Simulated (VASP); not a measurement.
Here is a VASP 6.6.1 calculation.

File INCAR:

```
PREC = Accurate
ENCUT = 520
EDIFF = 1E-7
ISMEAR = -1
SIGMA = 0.02
LREAL = F
LASPH = T
NELM = 60
ALGO = Normal
ISIF = 2
LWAVE = F
LCHARG = T
GGA = PE
LELF = T
LVHAR = T
NBANDS = 16
```

Contents of KPOINTS:

```
regular mesh
0
Gamma
  8 8 8
```

Contents of POSCAR:

```
BiB
1.0
    0.0000000000      2.7448744743      2.6625282401
    2.7448744743      0.0000000000      2.6625282401
    2.7448744743      2.7448744743      0.0000000000
B Bi
1 1
Direct
    0.0000000000      0.0000000000      0.0000000000
    0.2500000000      0.2500000000      0.2500000000
```

Potentials or basis: VASP PAW PBE potentials, release 64 (B, Bi_d).

Launch:

```sh
$ cat potpaw_PBE.64/B/POTCAR potpaw_PBE.64/Bi_d/POTCAR > POTCAR
$ mpirun -np 1 vasp_std > vasp.out
```

**Question.** Predict the pressure.

**Answer.** 3.8 GPa.

**Question.** What does it give for the band gap on the k mesh?

**Answer.** 0.33 eV, indirect (least direct gap 0.34 eV).

Stress tensor (GPa, compression positive):
```
2.90 0.00 0.00
0.00 2.90 0.00
0.00 0.00 5.64
```

Caveat: the cell differs from its parent crystal (uniaxial z strain -3.0%); spin-orbit coupling is left out, which moves the levels of the heavy elements. A k mesh can miss the band edges.
